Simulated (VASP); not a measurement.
Set up this calculation in VASP 6.6.1, as the native input.

| Item | Value |
| --- | --- |
| Task | single point |
| Functional | r2SCAN |
| Potentials or basis | VASP PAW PBE potentials, release 64 (Eu) |
| Cutoff | 520 eV |
| k mesh | 8 × 8 × 8 |
| Occupations | fermi-dirac, width 0.05 eV |
| Spin | collinear spin, ferromagnetic start |
| Starting moments | [7.0] μB |
| Dipole correction | no |
| Further INCAR settings | ALGO = Normal; EDIFF = 1e-07; NBANDS = 18 |

Eu:

```xyz
1
Lattice="-2.2719 2.2719 2.2719 2.2719 -2.2719 2.2719 2.2719 2.2719 -2.2719" Properties=species:S:1:pos:R:3 pbc="T T T"
Eu    0.0000    0.0000    0.0000
```

One way to write it, as run:

POSCAR

```
Eu
1.0
   -2.2718745629      2.2718745629      2.2718745629
    2.2718745629     -2.2718745629      2.2718745629
    2.2718745629      2.2718745629     -2.2718745629
Eu
1
Direct
    0.0000000000      0.0000000000      0.0000000000
```

INCAR.step1

```
PREC = Accurate ; ENCUT = 520
ISMEAR = -1 ; SIGMA = 0.05
LREAL = F ; LASPH = T
NELM = 150 ; ISPIN = 2
MAGMOM = 7 ; LMAXMIX = 6
NBANDS = 18 ; GGA = PE
ALGO = Normal ; EDIFF = 1E-4
LWAVE = T ; LCHARG = F
```

INCAR.step2

```
PREC = Accurate ; ENCUT = 520
EDIFF = 1E-7 ; ISMEAR = -1
SIGMA = 0.05 ; LREAL = F
LASPH = T ; NELM = 150
ALGO = Normal ; ISIF = 2
LWAVE = F ; LCHARG = F
ISPIN = 2 ; MAGMOM = 7
LORBIT = 11 ; LMAXMIX = 6
METAGGA = R2SCAN ; LMIXTAU = T
NBANDS = 18 ; ISTART = 1
```

KPOINTS

```
regular mesh
0
Gamma
  8 8 8
```

Potentials or basis: VASP PAW PBE potentials, release 64 (Eu).

Launch:

```bash
$ cat potpaw_PBE.64/Eu/POTCAR > POTCAR
$ cp INCAR.step1 INCAR
$ mpirun -np 1 vasp_std > vasp.out
$ cp INCAR.step2 INCAR
$ mpirun -np 1 vasp_std > vasp.out
```

It gave:

* Pressure: -1.1 GPa
* Net moment: 7.76 μB per cell
* Site moments: Eu +6.70 μB
* Valence electrons inside the program's atomic spheres: Eu 14.78

Caveat: the PAW data sets were made with another functional, which shifts forces and pressure a little.

It took 5.2 min on 1 thread of AMD EPYC 7R13, on a shared host, peak memory 0.23 GiB.
